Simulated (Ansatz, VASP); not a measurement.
# Two plane-wave programs on LaAg

INCAR

```
SYSTEM = LaAg
ALGO     = Normal         ! electronic algorithm
EDIFF    = 1E-6           ! SCF threshold, eV
ENCUT    = 520            ! plane-wave cutoff, eV
GGA      = CA             ! functional
ISIF     = 2              ! what is computed and relaxed
ISMEAR   = 1              ! smearing method
LASPH    = .True.         ! aspherical terms in the spheres
LCHARG   = .False.        ! write CHGCAR
LREAL    = .False.        ! projectors in reciprocal space
LWAVE    = .False.        ! write WAVECAR
NBANDS   = 18             ! bands
NELM     = 100            ! most SCF steps
PREC     = Accurate       ! precision mode
SIGMA    = 0.1            ! smearing width, eV
```

File KPOINTS:

```
k-points
0
Gamma
  9 9 9
  0 0 0
```

POSCAR

```
LaAg
1.0
    3.8079890000      0.0000000000      0.0000000000
    0.0000000000      3.8079890000      0.0000000000
    0.0000000000      0.0000000000      3.8182810000
La Ag
1 1
Direct
    0.5000000000      0.5000000000      0.5000000000
    0.0000000000      0.0000000000      0.0000000000
```

Input for Ansatz:

```yaml
crystal:
  lattice:
    - [3.807989, 0.0, 0.0]
    - [0.0, 3.807989, 0.0]
    - [0.0, 0.0, 3.818281]
  atoms:
    - { symbol: La, position: [0.5, 0.5, 0.5] }
    - { symbol: Ag, position: [0.0, 0.0, 0.0] }
basis:
  ecutwfc: 450.0
kpoints:
  mp_grid:
    grid: [9, 9, 9]
    shift: [0.0, 0.0, 0.0]
hamiltonian:
  xc: lda
scf:
  occupations:
    method: methfessel_paxton
output:
  forces: true
  stress: true
```

Alike in both runs: task single point; functional LDA; k mesh 9 × 9 × 9; no spin polarisation.

```csv
,VASP,Ansatz
version,VASP 6.6.1,Ansatz 0.2.0
potentials or method,"VASP PAW LDA potentials, release 64 (La, Ag), cutoff 520 eV","plane waves, PAW"
occupations,"methfessel-paxton of order 1, width 0.1 eV",methfessel-paxton of order 1
valence electrons in the cell,22,30
```

|  | VASP | Ansatz | Ansatz less VASP |
| --- | --- | --- | --- |
| pressure (GPa) | -4.5 | -4.5 | -0.01 |

LDA's correlation is that of Perdew and Zunger in VASP and of Perdew and Wang (1992) in Ansatz. VASP's potentials hold 22 valence electrons a cell and Ansatz's 30, so a difference there can come from the potentials and not from the codes.

Spin-orbit coupling is off throughout.
